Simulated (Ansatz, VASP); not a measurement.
## One calculation of SbS, two programs

```xyz
2
Lattice="0.0000 2.9049 2.9049 2.9049 0.0000 2.9049 2.9049 2.9049 0.0000" Properties=species:S:1:pos:R:3 pbc="T T T"
Sb    0.0000    0.0000    0.0000
S     2.9049    2.9049    2.9049
```

Alike in both runs: task relaxation of cell and atoms; functional PBE; k mesh 6 × 6 × 6; occupations gaussian, width 0.1 eV; no spin polarisation.

```csv
,VASP,Ansatz
version,VASP 6.6.1,Ansatz 0.2.0
potentials or method,"VASP PAW PBE potentials, release 64 (Sb, S), cutoff 600 eV","scalar-relativistic, plane waves, PAW"
valence electrons in the cell,11,21
```

Ansatz gave:

```
gap on the k mesh at the Fermi level, each at its own relaxed structure (eV) : none
relaxed volume (Å³/atom)                                                     : 24.23
relaxed cell length with the largest relative difference (Å)                 : 4.092
```

Task: Estimate VASP's values.

Result: gap on the k mesh at the Fermi level, each at its own relaxed structure (eV): none; relaxed volume (Å³/atom): 24.18; relaxed cell length with the largest relative difference (Å): 4.090.

A gap of «none» marks a metal or a gap that the smearing closes. VASP's potentials hold 11 valence electrons a cell and Ansatz's 21, so a difference there can come from the potentials and not from the codes.

Spin-orbit coupling is off throughout.
